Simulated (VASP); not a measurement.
# Mg3Sn2N2 (P-62m) in VASP: single point with PBE

Aim: the single point of Mg3Sn2N2 with PBE.

All numbers are computed with VASP 6.6.1; they aren't measurements. Logs are shortened: lines on timing, memory, paths and dates and some standing lists are left out, and cuts for length are marked.

**1. The cell of the first run**

The structure is hexagonal, space group P-62m (No. 189). The conventional cell has a = 7.392 Å, b = 7.392 Å, c = 3.712 Å, α = 90.00°, β = 90.00°, γ = 120.00°. Mg (site symmetry m2m) has 2 N at 2.14 Å within 2.8 Å. Within 3.8 Å of Sn (site symmetry -6) lie 3 Mg at 2.88 Å and 2 Sn at 3.71 Å. Within 1.7 Å of N (site symmetry 3m) lie 1 N at 1.27 Å.

**2. Single point, PBE**

File INCAR:

```
SYSTEM = Mg3Sn2N2
  PREC = Accurate
  ENCUT = 520
  EDIFF = 1E-6
  ISMEAR = 0
  SIGMA = 0.2
  LREAL = .False.
  LASPH = .True.
  NELM = 60
  ALGO = Normal
  ISIF = 2
  LWAVE = .False.
  LCHARG = .False.
  GGA = PE
  NBANDS = 31
```

File KPOINTS:

```
regular mesh
0
Gamma
  3 3 4
  0 0 0
```

File POSCAR:

```
Mg3Sn2N2
1.0
    7.3921728367     -0.0000000033      0.0000000000
   -3.6960864155      6.4018094674      0.0000000000
    0.0000000000      0.0000000000      3.7120584779
Mg Sn N
3 2 2
Direct
    0.2376327321      0.0000000000      0.0000000000
    0.0000000000      0.2376327321      0.0000000000
    0.7623672679      0.7623672679      0.0000000000
    0.3333333333      0.6666666667      0.0000000000
    0.6666666667      0.3333333333      0.0000000000
    0.0000000000      0.0000000000      0.6707900251
    0.0000000000      0.0000000000      0.3292099749
```

Potentials or basis: VASP PAW PBE potentials, release 64 (Mg, Sn_d, N).

Command:

```
cat potpaw_PBE.64/Mg/POTCAR potpaw_PBE.64/Sn_d/POTCAR potpaw_PBE.64/N/POTCAR > POTCAR
mpirun -np 1 vasp_std > vasp.out
```

OUTCAR:

```text
SYSTEM = Mg3Sn2N2
   PREC = Accurate
   ENCUT = 520
   EDIFF = 1E-6
   ISMEAR = 0
   LREAL = .False.
   LASPH = .True.
   NELM = 60
   ISIF = 2
   GGA = PE

 ion  position               nearest neighbor table
   1  0.238  0.000  0.000-   6 2.14   7 2.14   4 2.88   5 2.88   3 3.04   2 3.04
   2  0.000  0.238  0.000-   6 2.14   7 2.14   5 2.88   4 2.88   3 3.04   1 3.04
   3  0.762  0.762  0.000-   6 2.14   7 2.14   4 2.88   5 2.88   1 3.04   2 3.04
   4  0.333  0.667  0.000-   1 2.88   2 2.88   3 2.88
   5  0.667  0.333  0.000-   2 2.88   1 2.88   3 2.88
   6  0.000  0.000  0.671-   7 1.27   3 2.14   1 2.14   2 2.14
   7  0.000  0.000  0.329-   6 1.27   3 2.14   1 2.14   2 2.14

  LATTYP: Found a hexagonal cell.
 ALAT       =     7.3921728367
 C/A-ratio  =     0.5021606718

  Lattice vectors:

 A1 = (   7.3921728367,  -0.0000000033,   0.0000000000)
 A2 = (  -3.6960864155,   6.4018094674,   0.0000000000)
 A3 = (   0.0000000000,   0.0000000000,   3.7120584779)

Analysis of symmetry for initial positions (statically):
=====================================================================
 Subroutine PRICEL returns:
 Original cell was already a primitive cell.

 Routine SETGRP: Setting up the symmetry group for a
 hexagonal supercell.

 Subroutine GETGRP returns: Found 12 space group operations
 (whereof 12 operations were pure point group operations)
 out of a pool of 24 trial point group operations.

The static configuration has the point symmetry D_3h.

Analysis of symmetry for dynamics (positions and initial velocities):
=====================================================================
 Subroutine PRICEL returns:
 Original cell was already a primitive cell.

 Routine SETGRP: Setting up the symmetry group for a
 hexagonal supercell.

 Subroutine GETGRP returns: Found 12 space group operations
 (whereof 12 operations were pure point group operations)
 out of a pool of 24 trial point group operations.

The dynamic configuration has the point symmetry D_3h.

 Subroutine INISYM returns: Found 12 space group operations
 (whereof 12 operations are pure point group operations),
 and found     1 'primitive' translations

----------------------------------------------------------------------------------------

                                     Primitive cell

  volume of cell :     175.6668

  direct lattice vectors                    reciprocal lattice vectors
     7.392172837 -0.000000003  0.000000000     0.135278222  0.078102918  0.000000000
    -3.696086415  6.401809467  0.000000000     0.000000000  0.156205836  0.000000000
     0.000000000  0.000000000  3.712058478     0.000000000  0.000000000  0.269392308

  length of vectors
     7.392172837  7.392172837  3.712058478     0.156205836  0.156205836  0.269392308

  position of ions in fractional coordinates (direct lattice)
     0.237632732  1.000000000  0.000000000
     1.000000000  0.237632732  0.000000000
     0.762367268  0.762367268  0.000000000
     0.333333333  0.666666667  0.000000000
     0.666666667  0.333333333  0.000000000
     0.000000000  0.000000000  0.670790025
     0.000000000  0.000000000  0.329209975

  ion indices of the primitive-cell ions
   primitive index   ion index
                 1           1
                 2           2
                 3           3
                 4           4
                 5           5
                 6           6
                 7           7

----------------------------------------------------------------------------------------

 KPOINTS: regular mesh

Automatic generation of k-mesh.
 Grid dimensions read from file:
 generate k-points for:    3    3    4

 Generating k-lattice:

  Cartesian coordinates                     Fractional coordinates (reciprocal lattice)
     0.045092741  0.026034306  0.000000000     0.333333333 -0.000000000  0.000000000
     0.000000000  0.052068612  0.000000000    -0.000000000  0.333333333  0.000000000
     0.000000000  0.000000000  0.067348077     0.000000000  0.000000000  0.250000000

  Length of vectors
     0.052068612  0.052068612  0.067348077

  Shift w.r.t. Gamma in fractional coordinates (k-lattice)
     0.000000000  0.000000000  0.000000000

 Subroutine IBZKPT returns following result:
 ===========================================

 Found      9 irreducible k-points:

 Following reciprocal coordinates:
            Coordinates               Weight
  0.000000  0.000000  0.000000      1.000000
  0.333333  0.000000  0.000000      6.000000
  0.333333  0.333333  0.000000      2.000000
  0.000000  0.000000  0.250000      2.000000
  0.333333  0.000000  0.250000     12.000000
  0.333333  0.333333  0.250000      4.000000
  0.000000  0.000000  0.500000      1.000000
  0.333333  0.000000  0.500000      6.000000
  0.333333  0.333333  0.500000      2.000000
   k-points           NKPTS =      9   k-points in BZ     NKDIM =      9   number of bands    NBANDS=     31
   number of dos      NEDOS =    301   number of ions     NIONS =      7
   total plane-waves  NPLWV =  87808
   dimension x,y,z NGX =    56 NGY =   56 NGZ =   28
   dimension x,y,z NGXF=   112 NGYF=  112 NGZF=   56
   ions per type =               3   2   2
   NGX,Y,Z   is equivalent  to a cutoff of  12.59, 12.59, 12.54 a.u.
   NGXF,Y,Z  is equivalent  to a cutoff of  25.19, 25.19, 25.08 a.u.
 SYSTEM =  Mg3Sn2N2
   PREC   = accura    normal or accurate (medium, high low for compatibility)
   ISTART =      0    job   : 0-new  1-cont  2-samecut
   ICHARG =      2    charge: 1-file 2-atom 10-const
   ISPIN  =      1    spin polarized calculation?
   LNONCOLLINEAR =      F non collinear calculations
   LSORBIT =      F    spin-orbit coupling
   LASPH  =      T    aspherical Exc in radial PAW
   ENCUT  =  520.0 eV  38.22 Ry    6.18 a.u.  13.74 13.74  6.90*2*pi/ulx,y,z
   NELM   =     60;   NELMIN=  2; NELMDL= -5     # of ELM steps
   EDIFF  = 0.1E-05   stopping-criterion for ELM
   LREAL  =      F    real-space projection
[... 7 lines left out ...]
   TEBEG  =    0.0;   TEEND  =   0.0 temperature during run
   PSTRESS=    0.0 pullay stress
   NELECT =      44.0000    total number of electrons
   NUPDOWN=      -1.0000    fix difference up-down
   EMIN   =  10.00;   EMAX   =-10.00  energy-range for DOS
   EFERMI =   0.00;   METHOD = LEGACY
   ISMEAR =     0;   SIGMA  =   0.20  broadening in eV -4-tet -1-fermi 0-gaus
   EFERMI_NEDOS =   21; number of points for ismear=-14 and -15
   IALGO  =     38    algorithm
   IMIX   =      4    mixing-type and parameters
     AMIX     =   0.40;   BMIX     =  1.00
     AMIX_MAG =   1.60;   BMIX_MAG =  1.00
  volume/ion in A,a.u.               =      25.10       169.35
  Fermi-wavevector in a.u.,A,eV,Ry     =   1.031959  1.950120 14.489384  1.064940
  Thomas-Fermi vector in A             =   2.166133
   LORBIT       =      0    0 simple, 1 ext, 2 COOP (PROOUT), +10 PAW based schemes
   GGA     = PE    functional components
   LHFCALC =     F    Hartree Fock is set to
   AEXX    =    0.0000 exact exchange contribution
   IVDW    =     0    specifies the selected vdW correction
   LEPSILON=     F    determine dielectric tensor
   LRPA    =     F    only Hartree local field effects (RPA)
 non-spin polarized calculation
 Gauss-broadening in eV      SIGMA  =   0.20
  energy-cutoff  :      520.00
  volume of cell :      175.67
 maximum number of plane-waves:      4754
 NGX is ok and might be reduce to    56
   NGX = 27   NGY = 27   NGZ = 13

 number of electron      44.0000001 magnetization

 Free energy of the ion-electron system (eV)
  ---------------------------------------------------
  ext. energy  EPLUGINS =         0.00000000
  ---------------------------------------------------
  free energy    TOTEN  =       -27.59958198 eV

  energy without entropy =      -27.54370469  energy(sigma->0) =      -27.57164333

 E-fermi :   2.9846     XC(G=0):  -8.3338

 val. band max:        2.7353068762   @ k =   0.3333   0.3333   0.2500
 cond. band min:       3.0715660352   @ k =   0.3333   0.0000   0.2500
 fundamental gap:      0.3362591589
 Fermi energy:         2.9845931304

 k-point     1 :       0.0000    0.0000    0.0000
  band No.  band energies     occupation
      1     -18.3046      2.00000
      2     -18.2990      2.00000
      3     -18.2287      2.00000
      4     -18.2287      2.00000
      5     -18.2267      2.00000
      6     -18.2267      2.00000
[... 23 lines left out ...]
     30       8.4669      0.00000
     31       8.8772      0.00000

 k-point     2 :       0.3333    0.0000    0.0000
  band No.  band energies     occupation
      1     -18.3034      2.00000
      2     -18.3002      2.00000
      3     -18.2288      2.00000
      4     -18.2283      2.00000
      5     -18.2270      2.00000
      6     -18.2266      2.00000
[... 23 lines left out ...]
     30       7.7256      0.00000
     31       9.3719      0.00000

 k-point     3 :       0.3333    0.3333    0.0000
  band No.  band energies     occupation
      1     -18.3018      2.00000
      2     -18.3018      2.00000
      3     -18.2289      2.00000
      4     -18.2277      2.00000
      5     -18.2277      2.00000
      6     -18.2265      2.00000
[... 23 lines left out ...]
     30       7.3655      0.00000
     31       9.2715      0.00000

 k-point     4 :       0.0000    0.0000    0.2500
  band No.  band energies     occupation
      1     -18.2775      2.00000
      2     -18.2716      2.00000
      3     -18.2371      2.00000
      4     -18.2371      2.00000
      5     -18.2347      2.00000
      6     -18.2347      2.00000
[... 125 lines left out ...]
     30       7.0685      0.00000
     31       7.1000      0.00000

 k-point     8 :       0.3333    0.0000    0.5000
  band No.  band energies     occupation
      1     -18.2491      2.00000
      2     -18.2456      2.00000
      3     -18.2455      2.00000
      4     -18.2450      2.00000
      5     -18.2432      2.00000
      6     -18.2426      2.00000
[... 23 lines left out ...]
     30       7.7658      0.00000
     31       7.8422      0.00000

 k-point     9 :       0.3333    0.3333    0.5000
  band No.  band energies     occupation
      1     -18.2473      2.00000
      2     -18.2473      2.00000
      3     -18.2458      2.00000
      4     -18.2441      2.00000
      5     -18.2441      2.00000
      6     -18.2424      2.00000
[... 23 lines left out ...]
     30       7.8651      0.00000
     31       7.8651      0.00000

------------------------ aborting loop because EDIFF is reached ----------------------------------------

  FORCE on cell =-STRESS in cart. coord.  units (eV):
  Direction    XX          YY          ZZ          XY          YZ          ZX
  --------------------------------------------------------------------------------------
  -------------------------------------------------------------------------------------
  Total        0.0830944      0.0830944      0.1761455     -0.0000000      0.0000000      0.0000000
  in kB        0.7578667      0.7578667      1.6065439     -0.0000000      0.0000000      0.0000000
  external PRESSURE =       1.0407591 kB  Pullay stress =       0.0000000 kB

 VOLUME and BASIS-vectors are now :
 -----------------------------------------------------------------------------
  energy-cutoff  :      520.00
  volume of cell :      175.67
      direct lattice vectors                 reciprocal lattice vectors
     7.392172837 -0.000000003  0.000000000     0.135278222  0.078102918  0.000000000
    -3.696086415  6.401809467  0.000000000     0.000000000  0.156205836  0.000000000
     0.000000000  0.000000000  3.712058478     0.000000000  0.000000000  0.269392308

 POSITION                                       TOTAL-FORCE (eV/Angst)
 -----------------------------------------------------------------------------------
      1.75662     -0.00000      0.00000        -0.021656      0.000000      0.000000
     -0.87831      1.52128      0.00000         0.010828     -0.018754      0.000000
      2.81778      4.88053      0.00000         0.010828      0.018754      0.000000
      0.00000      4.26787      0.00000         0.000000      0.000000      0.000000
      3.69609      2.13394      0.00000         0.000000      0.000000      0.000000
      0.00000      0.00000      2.49001         0.000000      0.000000      0.163464
      0.00000      0.00000      1.22205         0.000000      0.000000     -0.163464
 -----------------------------------------------------------------------------------
    total drift:                               -0.000001     -0.000002     -0.000000

  FREE ENERGIE OF THE ION-ELECTRON SYSTEM (eV)
  ---------------------------------------------------
  free  energy   TOTEN  =       -27.5995819772 eV

  energy  without entropy=      -27.5437046904  energy(sigma->0) =      -27.57164333
```

Wall time 31 s (1 thread of Intel Xeon 6975P-C (Granite Rapids), shared host); peak memory 0.29 GiB.

What came out:

| Quantity | Value |
| --- | --- |
| Free energy | -27.5996 eV |
| Pressure | 0.1 GPa |
| Largest force | 0.163 eV/Å |
| Band gap on the k mesh | zero (band 22 reaches 3.58 eV, above the bottom of band 23 at 1.96 eV) |

Forces in eV/Å, atoms in the order of the input:
```
Mg  -0.022  0.000  0.000
Mg   0.011 -0.019  0.000
Mg   0.011  0.019  0.000
Sn   0.000  0.000  0.000
Sn   0.000  0.000  0.000
N    0.000  0.000  0.163
N    0.000  0.000 -0.163
```

Caveat: the k points lie up to 0.42 Å⁻¹ apart; spin-orbit coupling is left out, which moves the levels of the heavy elements.
